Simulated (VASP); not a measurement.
# AlIr (Pm-3m) in VASP: a series of runs

AlIr is run at these levels: LDA; tasks: single point.

Everything below comes from runs of VASP 6.6.1. Logs are shortened: lines on timing, memory, paths and dates and some standing lists are left out, and cuts for length are marked.

## (1) The cell of the first run

The structure is cubic, space group Pm-3m (No. 221). Conventional cell: a = 2.995 Å, b = 2.995 Å, c = 2.995 Å, α = 90.00°, β = 90.00°, γ = 90.00°. Al (site symmetry m-3m) has 8 Ir at 2.59 Å and 6 Al at 2.99 Å within 3.4 Å. Ir (site symmetry m-3m) has 8 Al at 2.59 Å and 6 Ir at 2.99 Å within 3.4 Å.

## (2) Single point, LDA, collinear spin, zero start

The input, INCAR:

```
SYSTEM = AlIr
  PREC = Accurate
  ENCUT = 520
  EDIFF = 1E-6
  ISMEAR = -1
  SIGMA = 0.03
  LREAL = .False.
  LASPH = .True.
  NELM = 150
  ALGO = Normal
  ISIF = 2
  LWAVE = .False.
  LCHARG = .True.
  ISPIN = 2
  MAGMOM = 0 0
  LORBIT = 11
  NUPDOWN = 0.0
  LMAXMIX = 4
  GGA = CA
  LELF = .True.
  LVHAR = .True.
  NBANDS = 17
```

The input, KPOINTS:

```
regular mesh
0
Gamma
  11 11 11
  0 0 0
```

The input, POSCAR:

```
AlIr
1.0
    2.9945548500      0.0000000000      0.0000000000
    0.0000000000      2.9945548500      0.0000000000
    0.0000000000      0.0000000000      2.9945548500
Al Ir
1 1
Direct
    0.0000000000      0.0000000000      0.0000000000
    0.5000000000      0.5000000000      0.5000000000
```

Potentials or basis: VASP PAW LDA potentials, release 64 (Al, Ir).

Started as:

```sh
> cat potpaw_LDA.64/Al/POTCAR potpaw_LDA.64/Ir/POTCAR > POTCAR
> mpirun -np 1 vasp_std > vasp.out
```

OUTCAR:

```text
SYSTEM = AlIr
   PREC = Accurate
   ENCUT = 520
   EDIFF = 1E-6
   ISMEAR = -1
   LREAL = .False.
   LASPH = .True.
   NELM = 150
   ISIF = 2
   ISPIN = 2
   LORBIT = 11
   NUPDOWN = 0.0
   GGA = CA

 ion  position               nearest neighbor table
   1  0.000  0.000  0.000-   2 2.59   2 2.59   2 2.59   2 2.59   2 2.59   2 2.59   2 2.59   2 2.59

   2  0.500  0.500  0.500-   1 2.59   1 2.59   1 2.59   1 2.59   1 2.59   1 2.59   1 2.59   1 2.59

  LATTYP: Found a simple cubic cell.
 ALAT       =     2.9945548500

  Lattice vectors:

 A1 = (   2.9945548500,   0.0000000000,   0.0000000000)
 A2 = (   0.0000000000,   2.9945548500,   0.0000000000)
 A3 = (   0.0000000000,   0.0000000000,   2.9945548500)

Analysis of symmetry for initial positions (statically):
=====================================================================
 Subroutine PRICEL returns:
 Original cell was already a primitive cell.

 Routine SETGRP: Setting up the symmetry group for a
 simple cubic supercell.

 Subroutine GETGRP returns: Found 48 space group operations
 (whereof 48 operations were pure point group operations)
 out of a pool of 48 trial point group operations.

The static configuration has the point symmetry O_h .

Analysis of symmetry for dynamics (positions and initial velocities):
=====================================================================
 Subroutine PRICEL returns:
 Original cell was already a primitive cell.

 Routine SETGRP: Setting up the symmetry group for a
 simple cubic supercell.

 Subroutine GETGRP returns: Found 48 space group operations
 (whereof 48 operations were pure point group operations)
 out of a pool of 48 trial point group operations.

The dynamic configuration has the point symmetry O_h .

Analysis of structural, dynamic, and magnetic symmetry:
=====================================================================
 Subroutine PRICEL returns:
 Original cell was already a primitive cell.

 Routine SETGRP: Setting up the symmetry group for a
 simple cubic supercell.

 Subroutine GETGRP returns: Found 48 space group operations
 (whereof 48 operations were pure point group operations)
 out of a pool of 48 trial point group operations.

The overall configuration has the point symmetry O_h .

 Subroutine INISYM returns: Found 48 space group operations
 (whereof 48 operations are pure point group operations),
 and found     1 'primitive' translations

----------------------------------------------------------------------------------------

                                     Primitive cell

  volume of cell :      26.8532

  direct lattice vectors                    reciprocal lattice vectors
     2.994554850  0.000000000  0.000000000     0.333939450  0.000000000  0.000000000
     0.000000000  2.994554850  0.000000000     0.000000000  0.333939450  0.000000000
     0.000000000  0.000000000  2.994554850     0.000000000  0.000000000  0.333939450

  length of vectors
     2.994554850  2.994554850  2.994554850     0.333939450  0.333939450  0.333939450

  position of ions in fractional coordinates (direct lattice)
     0.000000000  0.000000000  0.000000000
     0.500000000  0.500000000  0.500000000

  ion indices of the primitive-cell ions
   primitive index   ion index
                 1           1
                 2           2

----------------------------------------------------------------------------------------

 KPOINTS: regular mesh

Automatic generation of k-mesh.
 Grid dimensions read from file:
 generate k-points for:   11   11   11

 Generating k-lattice:

  Cartesian coordinates                     Fractional coordinates (reciprocal lattice)
     0.030358132  0.000000000  0.000000000     0.090909091  0.000000000  0.000000000
     0.000000000  0.030358132  0.000000000     0.000000000  0.090909091  0.000000000
     0.000000000  0.000000000  0.030358132     0.000000000  0.000000000  0.090909091

  Length of vectors
     0.030358132  0.030358132  0.030358132

  Shift w.r.t. Gamma in fractional coordinates (k-lattice)
     0.000000000  0.000000000  0.000000000

 Subroutine IBZKPT returns following result:
 ===========================================

 Found     56 irreducible k-points:

 Following reciprocal coordinates:
            Coordinates               Weight
  0.000000  0.000000  0.000000      1.000000
  0.090909  0.000000  0.000000      6.000000
  0.181818  0.000000  0.000000      6.000000
  0.272727  0.000000  0.000000      6.000000
  0.363636  0.000000  0.000000      6.000000
  0.454545  0.000000  0.000000      6.000000
[... 16 lines left out ...]
  0.181818  0.090909  0.090909     24.000000
  0.272727  0.090909  0.090909     24.000000
 [... further k-points ...]
   k-points           NKPTS =     56   k-points in BZ     NKDIM =     56   number of bands    NBANDS=     17
   number of dos      NEDOS =    301   number of ions     NIONS =      2
   total plane-waves  NPLWV =  13824
   dimension x,y,z NGX =    24 NGY =   24 NGZ =   24
   dimension x,y,z NGXF=    48 NGYF=   48 NGZF=   48
   ions per type =               1   1
   NGX,Y,Z   is equivalent  to a cutoff of  13.32, 13.32, 13.32 a.u.
   NGXF,Y,Z  is equivalent  to a cutoff of  26.65, 26.65, 26.65 a.u.
 SYSTEM =  AlIr
   PREC   = accura    normal or accurate (medium, high low for compatibility)
   ISTART =      0    job   : 0-new  1-cont  2-samecut
   ICHARG =      2    charge: 1-file 2-atom 10-const
   ISPIN  =      2    spin polarized calculation?
   LNONCOLLINEAR =      F non collinear calculations
   LSORBIT =      F    spin-orbit coupling
   LASPH  =      T    aspherical Exc in radial PAW
   ENCUT  =  520.0 eV  38.22 Ry    6.18 a.u.   5.57  5.57  5.57*2*pi/ulx,y,z
   NELM   =    150;   NELMIN=  2; NELMDL= -5     # of ELM steps
   EDIFF  = 0.1E-05   stopping-criterion for ELM
   LREAL  =      F    real-space projection
   EDIFFG = 0.1E-04   stopping-criterion for IOM
   NSW    =      0    number of steps for IOM
   IBRION =     -1    ionic relax: 0-MD 1-quasi-New 2-CG
   NFREE  =      0    steps in history (QN), initial steepest desc. (CG)
   ISIF   =      2    stress and relaxation
   ISYM   =      2    0-nonsym 1-usesym 2-fastsym
   POTIM  = 0.5000    time-step for ionic-motion
   TEBEG  =    0.0;   TEEND  =   0.0 temperature during run
   PSTRESS=    0.0 pullay stress
   NELECT =      12.0000    total number of electrons
   NUPDOWN=       0.0000    fix difference up-down
   EMIN   =  10.00;   EMAX   =-10.00  energy-range for DOS
   EFERMI =   0.00;   METHOD = LEGACY
   ISMEAR =    -1;   SIGMA  =   0.03  broadening in eV -4-tet -1-fermi 0-gaus
   EFERMI_NEDOS =   21; number of points for ismear=-14 and -15
   IALGO  =     38    algorithm
   IMIX   =      4    mixing-type and parameters
     AMIX     =   0.40;   BMIX     =  1.00
     AMIX_MAG =   1.60;   BMIX_MAG =  1.00
  volume/ion in A,a.u.               =      13.43        90.61
  Fermi-wavevector in a.u.,A,eV,Ry     =   1.251612  2.365203 21.313962  1.566532
  Thomas-Fermi vector in A             =   2.385551
   LORBIT       =     11    0 simple, 1 ext, 2 COOP (PROOUT), +10 PAW based schemes
   GGA     = CA    functional components
   LHFCALC =     F    Hartree Fock is set to
   AEXX    =    0.0000 exact exchange contribution
   IVDW    =     0    specifies the selected vdW correction
   LEPSILON=     F    determine dielectric tensor
   LRPA    =     F    only Hartree local field effects (RPA)
 spin polarized calculation
  energy-cutoff  :      520.00
  volume of cell :       26.85
 maximum number of plane-waves:       739
 NGX is ok and might be reduce to    24
   NGX = 11   NGY = 11   NGZ = 11

 number of electron      12.0000000 magnetization      -0.0000000

 number of electron      12.0000000 magnetization       0.0000000

 Free energy of the ion-electron system (eV)
  ---------------------------------------------------
  ext. energy  EPLUGINS =         0.00000000
  ---------------------------------------------------
  free energy    TOTEN  =       -16.45225590 eV

  energy without entropy =      -16.45166734  energy(sigma->0) =      -16.45196162

 E-fermi :  10.6506     XC(G=0): -12.8022

 val. band max:       10.6017359125   @ k =   0.4545   0.4545   0.0909
 cond. band min:      10.8016876826   @ k =   0.4545   0.3636   0.0000
 fundamental gap:      0.1999517701
 Fermi energy:        10.6506108809

 spin component 1

 k-point     1 :       0.0000    0.0000    0.0000
  band No.  band energies     occupation
      1      -1.5455      1.00000
      2       4.8452      1.00000
      3       4.8452      1.00000
      4       8.9065      1.00000
      5       8.9065      1.00000
      6       8.9065      1.00000
[... 9 lines left out ...]
     16      31.0046      0.00000
     17      31.0046      0.00000
[... 441 lines left out ...]
 k-point    24 :       0.2727    0.0909    0.0909
  band No.  band energies     occupation
      1       0.1803      1.00000
      2       5.1125      1.00000
      3       5.3940      1.00000
      4       7.4335      1.00000
      5       7.5068      1.00000
      6       8.6756      1.00000
[... 9 lines left out ...]
     16      30.5056      0.00000
     17      30.6487      0.00000

 [... further k-points ...]

 spin component 2

 k-point     1 :       0.0000    0.0000    0.0000
  band No.  band energies     occupation
      1      -1.5455      1.00000
      2       4.8452      1.00000
      3       4.8452      1.00000
      4       8.9065      1.00000
      5       8.9065      1.00000
      6       8.9065      1.00000
[... 9 lines left out ...]
     16      31.0046      0.00000
     17      31.0046      0.00000
[... 441 lines left out ...]
 k-point    24 :       0.2727    0.0909    0.0909
  band No.  band energies     occupation
      1       0.1803      1.00000
      2       5.1125      1.00000
      3       5.3940      1.00000
      4       7.4335      1.00000
      5       7.5068      1.00000
      6       8.6755      1.00000
[... 9 lines left out ...]
     16      30.5056      0.00000
     17      30.6487      0.00000

 [... further k-points ...]

------------------------ aborting loop because EDIFF is reached ----------------------------------------

  FORCE on cell =-STRESS in cart. coord.  units (eV):
  Direction    XX          YY          ZZ          XY          YZ          ZX
  --------------------------------------------------------------------------------------
  -------------------------------------------------------------------------------------
  Total       -0.8719217     -0.8719217     -0.8719217     -0.0000000     -0.0000000      0.0000000
  in kB      -52.0225052    -52.0225052    -52.0225052     -0.0000000     -0.0000000      0.0000000
  external PRESSURE =     -52.0225052 kB  Pullay stress =       0.0000000 kB

 VOLUME and BASIS-vectors are now :
 -----------------------------------------------------------------------------
  energy-cutoff  :      520.00
  volume of cell :       26.85
      direct lattice vectors                 reciprocal lattice vectors
     2.994554850  0.000000000  0.000000000     0.333939450  0.000000000  0.000000000
     0.000000000  2.994554850  0.000000000     0.000000000  0.333939450  0.000000000
     0.000000000  0.000000000  2.994554850     0.000000000  0.000000000  0.333939450

 POSITION                                       TOTAL-FORCE (eV/Angst)
 -----------------------------------------------------------------------------------
      0.00000      0.00000      0.00000         0.000000      0.000000      0.000000
      1.49728      1.49728      1.49728         0.000000      0.000000      0.000000
 -----------------------------------------------------------------------------------
    total drift:                                0.000000     -0.000000     -0.000000

  FREE ENERGIE OF THE ION-ELECTRON SYSTEM (eV)
  ---------------------------------------------------
  free  energy   TOTEN  =       -16.4522558956 eV

  energy  without entropy=      -16.4516673372  energy(sigma->0) =      -16.45196162

 total charge

# of ion       s       p       d       tot
------------------------------------------
    1        0.370   0.418   0.000   0.788
    2        0.643   0.663   7.286   8.591
--------------------------------------------------
tot          1.013   1.081   7.286   9.379

 magnetization (x)

# of ion       s       p       d       tot
------------------------------------------
    1       -0.000   0.000   0.000   0.000
    2        0.000   0.000  -0.000  -0.000
--------------------------------------------------
tot          0.000   0.000  -0.000  -0.000
```

Wall time 26 s (1 thread of Intel Xeon 8259CL, shared host); peak memory 0.16 GiB.

What came out:

```yaml
Free_energy: -16.4523 eV
Pressure: -5.2 GPa
Net_moment: 0.00 μB per cell
Valence_electrons_inside_the_program's_atomic_spheres: Al 0.79; Ir 8.59
```

Caveat: the cell stands under tension; spin-orbit coupling is left out, which moves the levels of the heavy elements; the total moment is fixed, so each spin has its own Fermi level.

## (3) Single point, LDA, collinear spin

The input, INCAR:

```
SYSTEM = AlIr
PREC = Accurate
ENCUT = 520
EDIFF = 1E-6
ISMEAR = -1
SIGMA = 0.03
LREAL = .False.
LASPH = .True.
NELM = 150
ALGO = Normal
ISIF = 2
LWAVE = .False.
LCHARG = .True.
ISPIN = 2
MAGMOM = 0 0.8
LORBIT = 11
LMAXMIX = 4
GGA = CA
LELF = .True.
LVHAR = .True.
NBANDS = 17
```

The input, KPOINTS:

```
Automatic mesh
0
Gamma
  11 11 11
  0 0 0
```

POSCAR is that of step 2.

Potentials or basis: VASP PAW LDA potentials, release 64 (Al, Ir).

Started as:

```sh
> cat potpaw_LDA.64/Al/POTCAR potpaw_LDA.64/Ir/POTCAR > POTCAR
> mpirun -np 1 vasp_std > vasp.out
```

Wall time 30 s (1 thread of Intel Xeon 8259CL, shared host); peak memory 0.16 GiB.

The run converged. Its results:

| Item | Value |
| --- | --- |
| Free energy | -16.4523 eV |
| Pressure | -5.2 GPa |
| Band gap on the k mesh | zero (filled and empty bands overlap) |
| Net moment | 0.00 μB per cell |
| Valence electrons inside the program's atomic spheres | Al 0.79; Ir 8.59 |

Levels at points of the mesh, in eV from the Fermi level:
Spin up:
```tsv
k point	band 4	band 5	band 6	band 7	band 8	band 9
(0.00, 0.00, 0.00)	-1.74	-1.74	-1.74	4.29	4.29	4.29
```
Spin down:
| k point | band 4 | band 5 | band 6 | band 7 | band 8 | band 9 |
| --- | --- | --- | --- | --- | --- | --- |
| (0.00, 0.00, 0.00) | -1.74 | -1.74 | -1.74 | 4.29 | 4.29 | 4.29 |

Caveat: the cell stands under tension; spin-orbit coupling is left out, which moves the levels of the heavy elements.

## (4) Single point, LDA, collinear spin

The input, INCAR:

```
ALGO     = Normal         # electronic algorithm
EDIFF    = 1E-6           # SCF threshold, eV
ENCUT    = 520            # plane-wave cutoff, eV
GGA      = CA             # functional
ISIF     = 2              # what is computed and relaxed
ISMEAR   = -1             # smearing method
ISPIN    = 2              # spin polarisation
LASPH    = T              # aspherical terms in the spheres
LCHARG   = F              # write CHGCAR
LMAXMIX  = 4              # l up to which the mixer works
LORBIT   = 11             # projections on sites
LREAL    = F              # projectors in reciprocal space
LWAVE    = F              # write WAVECAR
MAGMOM   = 0 0.2          # initial moments
NBANDS   = 17             # bands
NELM     = 150            # most SCF steps
NUPDOWN  = 0.2            # fixed moment
PREC     = Accurate       # precision mode
SIGMA    = 0.03           # smearing width, eV
```

The input, KPOINTS:

```
k-points
0
Gamma
  11 11 11
```

POSCAR is that of step 3.

Started as:

```sh
> cat potpaw_LDA.64/Al/POTCAR potpaw_LDA.64/Ir/POTCAR > POTCAR
> mpirun -np 1 vasp_std > vasp.out
```

Run time: 27 s. Hardware: 1 thread of Intel Xeon 8259CL, shared host; peak memory 0.17 GiB.

It converged, with:

```
Free energy                                           : -16.4012 eV
Pressure                                              : -4.4 GPa
Net moment                                            : 0.20 μB per cell
Site moments                                          : Al +0.00; Ir +0.18 μB
Valence electrons inside the program's atomic spheres : Al 0.79; Ir 8.59
```

Caveat: the cell stands under tension; spin-orbit coupling is left out, which moves the levels of the heavy elements; the total moment is fixed, so each spin has its own Fermi level.

## (5) Overview

```csv
spin,fixed moment (μB),pressure (GPa),moment (μB)
"collinear, zero start",0.0,-5.2,0.00
collinear,-,-5.2,0.00
collinear,0.2,-4.4,0.20
```

Alike in all rows: task single point; level LDA; potentials or basis VASP PAW LDA potentials, release 64 (Al, Ir); cell as given; k mesh 11 × 11 × 11; cutoff (eV) 520; smearing fermi-dirac 0.03 eV.

Caveats: the cell stands under tension; spin-orbit coupling is left out, which moves the levels of the heavy elements; the total moment is fixed, so each spin has its own Fermi level (at least some runs).

Absolute energies hang on the potentials; compare differences alone.
